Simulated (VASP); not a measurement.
# AlN (P6_3mc) in VASP: further runs

Runs on AlN. Level: PBE. Tasks: single point.

Everything below comes from runs of VASP 6.6.1. Logs are shortened: lines on timing, memory, paths and dates and some standing lists are left out, and cuts for length are marked.

### Step 1. The cell of the first run

Symmetry: P6_3mc, No. 186, hexagonal system. Conventional cell: a = 3.161 Å, b = 3.161 Å, c = 4.616 Å, α = 90.00°, β = 90.00°, γ = 120.00°. Within 2.5 Å of Al (site symmetry 3m) lie 4 N at 1.88 Å. N (site symmetry 3m) has 4 Al at 1.88 Å within 2.5 Å.

### Step 2. Single point, PBE

The input, INCAR:

```
PREC = Accurate
ENCUT = 520
EDIFF = 1E-6
ISMEAR = 0
SIGMA = 0.05
LREAL = False
LASPH = True
NELM = 80
ALGO = Normal
ISIF = 2
LWAVE = False
LCHARG = True
GGA = PE
LELF = True
LVHAR = True
NBANDS = 16
```

The input, KPOINTS:

```
Automatic mesh
0
Gamma
  9 9 6
```

The input, POSCAR:

```
AlN
1.0
    3.1612000000      0.0000000000      0.0000000000
   -1.5806000000      2.7376795064      0.0000000000
    0.0000000000      0.0000000000      4.6156000000
Al N
2 2
Direct
    0.3333333333      0.6666666667     -0.0106978798
    0.6666666667      0.3333333333      0.4893021202
    0.3333333333      0.6666666667      0.3956978798
    0.6666666667      0.3333333333      0.8956978798
```

Potentials or basis: VASP PAW PBE potentials, release 64 (Al, N).

Command:

```bash
$ cat potpaw_PBE.64/Al/POTCAR potpaw_PBE.64/N/POTCAR > POTCAR
$ mpirun -np 1 vasp_std > vasp.out
```

OUTCAR:

```text
PREC = Accurate
   ENCUT = 520
   EDIFF = 1E-6
   ISMEAR = 0
   LREAL = False
   LASPH = True
   NELM = 80
   ISIF = 2
   GGA = PE

 ion  position               nearest neighbor table
   1  0.333  0.667  0.989-   4 1.88   4 1.88   4 1.88   3 1.88   2 2.94   2 2.94   2 2.94   2 2.94
                             2 2.94   2 2.94
   2  0.667  0.333  0.489-   3 1.88   3 1.88   3 1.88   4 1.88   1 2.94   1 2.94   1 2.94   1 2.94
                             1 2.94   1 2.94
   3  0.333  0.667  0.396-   2 1.88   2 1.88   2 1.88   1 1.88
   4  0.667  0.333  0.896-   1 1.88   1 1.88   1 1.88   2 1.88

  LATTYP: Found a hexagonal cell.
 ALAT       =     3.1612000000
 C/A-ratio  =     1.4600784512

  Lattice vectors:

 A1 = (   3.1612000000,   0.0000000000,   0.0000000000)
 A2 = (  -1.5806000000,   2.7376795064,   0.0000000000)
 A3 = (   0.0000000000,   0.0000000000,   4.6156000000)

Analysis of symmetry for initial positions (statically):
=====================================================================
 Subroutine PRICEL returns:
 Original cell was already a primitive cell.

 Routine SETGRP: Setting up the symmetry group for a
 hexagonal supercell.

 Subroutine GETGRP returns: Found 12 space group operations
 (whereof  6 operations were pure point group operations)
 out of a pool of 24 trial point group operations.

The static configuration has the point symmetry C_3v.
 The point group associated with its full space group is C_6v.

Analysis of symmetry for dynamics (positions and initial velocities):
=====================================================================
 Subroutine PRICEL returns:
 Original cell was already a primitive cell.

 Routine SETGRP: Setting up the symmetry group for a
 hexagonal supercell.

 Subroutine GETGRP returns: Found 12 space group operations
 (whereof  6 operations were pure point group operations)
 out of a pool of 24 trial point group operations.

The dynamic configuration has the point symmetry C_3v.
 The point group associated with its full space group is C_6v.

 Subroutine INISYM returns: Found 12 space group operations
 (whereof  6 operations are pure point group operations),
 and found     1 'primitive' translations

----------------------------------------------------------------------------------------

                                     Primitive cell

  volume of cell :      39.9450

  direct lattice vectors                    reciprocal lattice vectors
     3.161200000  0.000000000  0.000000000     0.316335569  0.182636426  0.000000000
    -1.580600000  2.737679506  0.000000000     0.000000000  0.365272852  0.000000000
     0.000000000  0.000000000  4.615600000     0.000000000  0.000000000  0.216656556

  length of vectors
     3.161200000  3.161200000  4.615600000     0.365272852  0.365272852  0.216656556

  position of ions in fractional coordinates (direct lattice)
     0.333333333  0.666666667  0.989302120
     0.666666667  0.333333333  0.489302120
     0.333333333  0.666666667  0.395697880
     0.666666667  0.333333333  0.895697880

  ion indices of the primitive-cell ions
   primitive index   ion index
                 1           1
                 2           2
                 3           3
                 4           4

----------------------------------------------------------------------------------------

 KPOINTS: Automatic mesh

Automatic generation of k-mesh.
 Grid dimensions read from file:
 generate k-points for:    9    9    6

 Generating k-lattice:

  Cartesian coordinates                     Fractional coordinates (reciprocal lattice)
     0.035148397  0.020292936  0.000000000     0.111111111  0.000000000  0.000000000
     0.000000000  0.040585872  0.000000000     0.000000000  0.111111111  0.000000000
     0.000000000  0.000000000  0.036109426     0.000000000  0.000000000  0.166666667

  Length of vectors
     0.040585872  0.040585872  0.036109426

  Shift w.r.t. Gamma in fractional coordinates (k-lattice)
     0.000000000  0.000000000  0.000000000

 Subroutine IBZKPT returns following result:
 ===========================================

 Found     48 irreducible k-points:

 Following reciprocal coordinates:
            Coordinates               Weight
  0.000000  0.000000  0.000000      1.000000
  0.111111 -0.000000  0.000000      6.000000
  0.222222  0.000000  0.000000      6.000000
  0.333333  0.000000  0.000000      6.000000
  0.444444  0.000000  0.000000      6.000000
  0.111111  0.111111  0.000000      6.000000
[... 16 lines left out ...]
  0.333333  0.222222  0.166667     24.000000
  0.333333  0.333333  0.166667      4.000000
 [... further k-points ...]
   k-points           NKPTS =     48   k-points in BZ     NKDIM =     48   number of bands    NBANDS=     16
   number of dos      NEDOS =    301   number of ions     NIONS =      4
   total plane-waves  NPLWV =  20736
   dimension x,y,z NGX =    24 NGY =   24 NGZ =   36
   dimension x,y,z NGXF=    48 NGYF=   48 NGZF=   72
   ions per type =               2   2
   NGX,Y,Z   is equivalent  to a cutoff of  12.62, 12.62, 12.97 a.u.
   NGXF,Y,Z  is equivalent  to a cutoff of  25.24, 25.24, 25.93 a.u.
 SYSTEM =  unknown system
   PREC   = accura    normal or accurate (medium, high low for compatibility)
   ISTART =      0    job   : 0-new  1-cont  2-samecut
   ICHARG =      2    charge: 1-file 2-atom 10-const
   ISPIN  =      1    spin polarized calculation?
   LNONCOLLINEAR =      F non collinear calculations
   LSORBIT =      F    spin-orbit coupling
   LASPH  =      T    aspherical Exc in radial PAW
   ENCUT  =  520.0 eV  38.22 Ry    6.18 a.u.   5.88  5.88  8.58*2*pi/ulx,y,z
   NELM   =     80;   NELMIN=  2; NELMDL= -5     # of ELM steps
   EDIFF  = 0.1E-05   stopping-criterion for ELM
   LREAL  =      F    real-space projection
   EDIFFG = 0.1E-04   stopping-criterion for IOM
   NSW    =      0    number of steps for IOM
   IBRION =     -1    ionic relax: 0-MD 1-quasi-New 2-CG
   NFREE  =      0    steps in history (QN), initial steepest desc. (CG)
   ISIF   =      2    stress and relaxation
   ISYM   =      2    0-nonsym 1-usesym 2-fastsym
   POTIM  = 0.5000    time-step for ionic-motion
   TEBEG  =    0.0;   TEEND  =   0.0 temperature during run
   PSTRESS=    0.0 pullay stress
   NELECT =      16.0000    total number of electrons
   NUPDOWN=      -1.0000    fix difference up-down
   EMIN   =  10.00;   EMAX   =-10.00  energy-range for DOS
   EFERMI =   0.00;   METHOD = LEGACY
   ISMEAR =     0;   SIGMA  =   0.05  broadening in eV -4-tet -1-fermi 0-gaus
   EFERMI_NEDOS =   21; number of points for ismear=-14 and -15
   IALGO  =     38    algorithm
   IMIX   =      4    mixing-type and parameters
     AMIX     =   0.40;   BMIX     =  1.00
     AMIX_MAG =   1.60;   BMIX_MAG =  1.00
  volume/ion in A,a.u.               =       9.99        67.39
  Fermi-wavevector in a.u.,A,eV,Ry     =   1.206778  2.280479 19.814330  1.456312
  Thomas-Fermi vector in A             =   2.342435
   LORBIT       =      0    0 simple, 1 ext, 2 COOP (PROOUT), +10 PAW based schemes
   GGA     = PE    functional components
   LHFCALC =     F    Hartree Fock is set to
   AEXX    =    0.0000 exact exchange contribution
   IVDW    =     0    specifies the selected vdW correction
   LEPSILON=     F    determine dielectric tensor
   LRPA    =     F    only Hartree local field effects (RPA)
 non-spin polarized calculation
 Gauss-broadening in eV      SIGMA  =   0.05
  energy-cutoff  :      520.00
  volume of cell :       39.95
 maximum number of plane-waves:      1089
 NGX is ok and might be reduce to    24
   NGX = 11   NGY = 11   NGZ = 17

 number of electron      16.0000002 magnetization

 Free energy of the ion-electron system (eV)
  ---------------------------------------------------
  ext. energy  EPLUGINS =         0.00000000
  ---------------------------------------------------
  free energy    TOTEN  =       -29.53895861 eV

  energy without entropy =      -29.53895861  energy(sigma->0) =      -29.53895861

 E-fermi :   7.4535     XC(G=0): -11.1114

 val. band max:        7.2402559775   @ k =   0.0000   0.0000   0.0000
 cond. band min:      11.1972046592   @ k =   0.0000   0.0000   0.0000
 fundamental gap:      3.9569486816
 Fermi energy:         7.4534634209

 k-point     1 :       0.0000    0.0000    0.0000
  band No.  band energies     occupation
      1      -8.8653      2.00000
      2      -6.1308      2.00000
      3       0.7408      2.00000
      4       5.2351      2.00000
      5       5.2351      2.00000
      6       6.2092      2.00000
[... 8 lines left out ...]
     15      19.6163      0.00000
     16      20.8107      0.00000

 k-point     2 :       0.1111   -0.0000    0.0000
  band No.  band energies     occupation
      1      -8.7117      2.00000
      2      -6.0677      2.00000
      3       0.9171      2.00000
      4       4.5928      2.00000
      5       5.0338      2.00000
      6       5.6052      2.00000
[... 8 lines left out ...]
     15      19.7542      0.00000
     16      19.7632      0.00000

 k-point     3 :       0.2222    0.0000    0.0000
  band No.  band energies     occupation
      1      -8.2739      2.00000
      2      -5.9246      2.00000
      3       1.4294      2.00000
      4       3.2164      2.00000
      5       4.4702      2.00000
      6       4.6229      2.00000
[... 8 lines left out ...]
     15      18.9761      0.00000
     16      19.5518      0.00000

 k-point     4 :       0.3333    0.0000    0.0000
  band No.  band energies     occupation
      1      -7.6356      2.00000
      2      -5.8411      2.00000
      3       1.9061      2.00000
      4       2.2268      2.00000
      5       3.4148      2.00000
      6       4.2455      2.00000
[... 8 lines left out ...]
     15      19.7124      0.00000
     16      20.6154      0.00000
[... 324 lines left out ...]
 k-point    22 :       0.2222    0.2222    0.1667
  band No.  band energies     occupation
      1      -7.2023      2.00000
      2      -5.9393      2.00000
      3       1.7920      2.00000
      4       2.0591      2.00000
      5       3.7005      2.00000
      6       3.7066      2.00000
[... 8 lines left out ...]
     15      19.4778      0.00000
     16      21.6457      0.00000

 k-point    23 :       0.3333    0.2222    0.1667
  band No.  band energies     occupation
      1      -6.6581      2.00000
      2      -6.0345      2.00000
      3       1.3847      2.00000
      4       2.1636      2.00000
      5       2.8663      2.00000
      6       4.2820      2.00000
[... 8 lines left out ...]
     15      19.4567      0.00000
     16      21.6649      0.00000

 k-point    24 :       0.3333    0.3333    0.1667
  band No.  band energies     occupation
      1      -6.2653      2.00000
      2      -6.2653      2.00000
      3       1.5576      2.00000
      4       2.2917      2.00000
      5       2.2917      2.00000
      6       4.1002      2.00000
[... 8 lines left out ...]
     15      19.4639      0.00000
     16      21.6474      0.00000

 [... further k-points ...]
[... 5 lines left out ...]
  --------------------------------------------------------------------------------------
  -------------------------------------------------------------------------------------
  Total        1.4644270      1.4644270      5.2879127      0.0000000      0.0000000     -0.0000000
  in kB       58.7375162     58.7375162    212.0958219      0.0000000      0.0000000     -0.0000000
  external PRESSURE =     109.8569514 kB  Pullay stress =       0.0000000 kB

 VOLUME and BASIS-vectors are now :
 -----------------------------------------------------------------------------
  energy-cutoff  :      520.00
  volume of cell :       39.95
      direct lattice vectors                 reciprocal lattice vectors
     3.161200000  0.000000000  0.000000000     0.316335569  0.182636426  0.000000000
    -1.580600000  2.737679506  0.000000000     0.000000000  0.365272852  0.000000000
     0.000000000  0.000000000  4.615600000     0.000000000  0.000000000  0.216656556

 POSITION                                       TOTAL-FORCE (eV/Angst)
 -----------------------------------------------------------------------------------
     -0.00000      1.82512      4.56622        -0.000000      0.000000     -0.003978
      1.58060      0.91256      2.25842         0.000000     -0.000000     -0.003978
     -0.00000      1.82512      1.82638         0.000000      0.000000      0.003978
      1.58060      0.91256      4.13418        -0.000000      0.000000      0.003978
 -----------------------------------------------------------------------------------
    total drift:                                0.000000      0.000000      0.000470

  FREE ENERGIE OF THE ION-ELECTRON SYSTEM (eV)
  ---------------------------------------------------
  free  energy   TOTEN  =       -29.5389586091 eV

  energy  without entropy=      -29.5389586091  energy(sigma->0) =      -29.53895861
```

Run time: 14 s. Hardware: 1 thread of AMD EPYC 9R45 (Zen 5), shared host; peak memory 0.13 GiB.

Results:

```yaml
Free_energy: -29.5390 eV
Pressure: 11.0 GPa
Largest_force: 0.004 eV/Å
Band_gap_on_the_k_mesh: 3.96 eV, direct
```

Forces in eV/Å, atoms in the order of the input:
```
Al   0.000  0.000 -0.004
Al   0.000  0.000 -0.004
N    0.000  0.000  0.004
N    0.000  0.000  0.004
```

### Step 3. Single point, PBE

This run uses another cell than the first one, of 10.22 Å³/atom, 1.023 times its volume.

The input, INCAR:

```
PREC = Accurate
ENCUT = 520
EDIFF = 1E-7
ISMEAR = 0
SIGMA = 0.05
LREAL = F
LASPH = T
NELM = 100
ALGO = Normal
ISIF = 2
LWAVE = F
LCHARG = F
GGA = PE
NBANDS = 16
```

KPOINTS is that of step 2.

The input, POSCAR:

```
AlN
1.0
    3.1298889828      0.0000000000      0.0000000000
   -1.5649444914      2.7105633702      0.0000000000
    0.0000000000      0.0000000000      4.8163000000
Al N
2 2
Direct
    0.3333333333      0.6666666667     -0.0028953677
    0.6666666667      0.3333333333      0.4971046323
    0.3333333333      0.6666666667      0.3878953677
    0.6666666667      0.3333333333      0.8878953677
```

Potentials or basis: VASP PAW PBE potentials, release 64 (Al, N).

Command:

```bash
$ cat potpaw_PBE.64/Al/POTCAR potpaw_PBE.64/N/POTCAR > POTCAR
$ mpirun -np 1 vasp_std > vasp.out
```

OUTCAR:

```text
PREC = Accurate
   ENCUT = 520
   EDIFF = 1E-7
   ISMEAR = 0
   LREAL = F
   LASPH = T
   NELM = 100
   ISIF = 2
   GGA = PE

 ion  position               nearest neighbor table
   1  0.333  0.667  0.997-   4 1.88   4 1.88   4 1.88   3 1.88   2 3.01   2 3.01   2 3.01   2 3.01
                             2 3.01   2 3.01
   2  0.667  0.333  0.497-   3 1.88   3 1.88   3 1.88   4 1.88   1 3.01   1 3.01   1 3.01   1 3.01
                             1 3.01   1 3.01
   3  0.333  0.667  0.388-   2 1.88   2 1.88   2 1.88   1 1.88
   4  0.667  0.333  0.888-   1 1.88   1 1.88   1 1.88   2 1.88

  LATTYP: Found a hexagonal cell.
 ALAT       =     3.1298889828
 C/A-ratio  =     1.5388085732

  Lattice vectors:

 A1 = (   3.1298889828,   0.0000000000,   0.0000000000)
 A2 = (  -1.5649444914,   2.7105633702,   0.0000000000)
 A3 = (   0.0000000000,   0.0000000000,   4.8163000000)

Analysis of symmetry for initial positions (statically):
=====================================================================
 Subroutine PRICEL returns:
 Original cell was already a primitive cell.

[... 172 lines left out ...]
  free energy    TOTEN  =       -29.70650309 eV

  energy without entropy =      -29.70650309  energy(sigma->0) =      -29.70650309

 E-fermi :   6.9204     XC(G=0): -11.0065

 val. band max:        6.6388308370   @ k =   0.0000   0.0000   0.0000
 cond. band min:      10.7901549543   @ k =   0.0000   0.0000   0.0000
 fundamental gap:      4.1513241172
 Fermi energy:         6.9203824688

 k-point     1 :       0.0000    0.0000    0.0000
  band No.  band energies     occupation
      1      -8.9547      2.00000
      2      -6.5627      2.00000
      3       0.4287      2.00000
      4       5.2850      2.00000
      5       5.2850      2.00000
      6       6.0620      2.00000
[... 433 lines left out ...]
      3       1.5067      2.00000
      4       2.1235      2.00000
      5       2.1235      2.00000
      6       3.7345      2.00000
[... 8 lines left out ...]
     15      19.3573      0.00000
     16      21.5219      0.00000

 [... further k-points ...]
[... 5 lines left out ...]
  --------------------------------------------------------------------------------------
  -------------------------------------------------------------------------------------
  Total        1.1801602      1.1801602      3.4983467      0.0000000     -0.0000000      0.0000000
  in kB       46.2753277     46.2753277    137.1738737      0.0000000     -0.0000000      0.0000000
  external PRESSURE =      76.5748430 kB  Pullay stress =       0.0000000 kB

 VOLUME and BASIS-vectors are now :
 -----------------------------------------------------------------------------
  energy-cutoff  :      520.00
  volume of cell :       40.86
      direct lattice vectors                 reciprocal lattice vectors
     3.129888983  0.000000000  0.000000000     0.319500150  0.184463498  0.000000000
    -1.564944491  2.710563370  0.000000000     0.000000000  0.368926995  0.000000000
     0.000000000  0.000000000  4.816300000     0.000000000  0.000000000  0.207628262

 POSITION                                       TOTAL-FORCE (eV/Angst)
 -----------------------------------------------------------------------------------
     -0.00000      1.80704      4.80236        -0.000000      0.000000      0.000592
      1.56494      0.90352      2.39421         0.000000     -0.000000      0.000592
     -0.00000      1.80704      1.86822         0.000000      0.000000     -0.000592
      1.56494      0.90352      4.27637        -0.000000     -0.000000     -0.000592
 -----------------------------------------------------------------------------------
    total drift:                               -0.000000      0.000000     -0.000275

  FREE ENERGIE OF THE ION-ELECTRON SYSTEM (eV)
  ---------------------------------------------------
  free  energy   TOTEN  =       -29.7065030906 eV

  energy  without entropy=      -29.7065030906  energy(sigma->0) =      -29.70650309
```

stdout:

```text
POSCAR found type information on POSCAR AlN
 POSCAR found :  2 types and       4 ions
 scaLAPACK will be used
 LDA part: xc-table for (Slater+PW92), standard interpolation
 POSCAR, INCAR and KPOINTS ok, starting setup
 FFT: planning ... GRIDC
 FFT: planning ... GRID_SOFT
 FFT: planning ... GRID
 WAVECAR not read
 entering main loop
```

Run time: 15 s. Hardware: 1 thread of AMD EPYC 9R45 (Zen 5), shared host; peak memory 0.12 GiB.

What came out:

- Free energy: -29.7065 eV
- Pressure: 7.7 GPa
- Band gap on the k mesh: 4.15 eV, direct

### Step 4. Single point, PBE

This run uses another cell than the first one, of 10.22 Å³/atom, 1.023 times its volume.

The input, INCAR:

```
PREC = Accurate
ENCUT = 520
EDIFF = 1E-7
ISMEAR = 0
SIGMA = 0.05
LREAL = F
LASPH = T
NELM = 60
ALGO = Normal
ISIF = 2
LWAVE = F
LCHARG = T
GGA = PE
LELF = T
LVHAR = T
NBANDS = 16
```

The input, KPOINTS:

```
regular mesh
0
Gamma
  9 9 6
```

The input, POSCAR:

```
AlN
1.0
    3.0673000000      0.0000000000      0.0000000000
   -1.5336500000      2.6563597210      0.0000000000
    0.0000000000      0.0000000000      5.0169562961
Al N
2 2
Direct
    0.3333333333      0.6666666667      0.0035960635
    0.6666666667      0.3333333333      0.5035960635
    0.3333333333      0.6666666667      0.3814039365
    0.6666666667      0.3333333333      0.8814039365
```

Command:

```bash
$ cat potpaw_PBE.64/Al/POTCAR potpaw_PBE.64/N/POTCAR > POTCAR
$ mpirun -np 1 vasp_std > vasp.out
```

Run time: 19 s. Hardware: 1 thread of AMD EPYC 9R45 (Zen 5), shared host; peak memory 0.13 GiB.

The run converged. Its results:

| Property | Result |
| --- | --- |
| Free energy | -29.7262 eV |
| Pressure | 8.5 GPa |
| Largest force | 0.008 eV/Å |
| Band gap on the k mesh | 4.50 eV, direct |

Forces in eV/Å, atoms in the order of the input:
```
Al   0.000  0.000 -0.008
Al   0.000  0.000 -0.008
N    0.000  0.000  0.008
N    0.000  0.000  0.008
```

Stress tensor (GPa, compression positive):
```
10.69  0.00  0.00
 0.00 10.69  0.00
 0.00  0.00  4.21
```

Levels at points of the mesh, in eV from the valence-band top:
| k point | band 4 | band 5 | band 6 | band 7 | band 8 | band 9 | band 10 | band 11 | band 12 | band 13 |
| --- | --- | --- | --- | --- | --- | --- | --- | --- | --- | --- |
| (0.00, 0.00, 0.00) | -0.62 | -0.62 | -0.03 | -0.03 | 0.00 | 4.50 | 7.18 | 10.77 | 11.66 | 11.66 |
| (0.00, 0.00, 0.50) | -3.35 | -0.33 | -0.33 | -0.33 | -0.33 | 6.85 | 6.85 | 10.54 | 10.54 | 11.97 |

(Continued in part 2 of 2.)
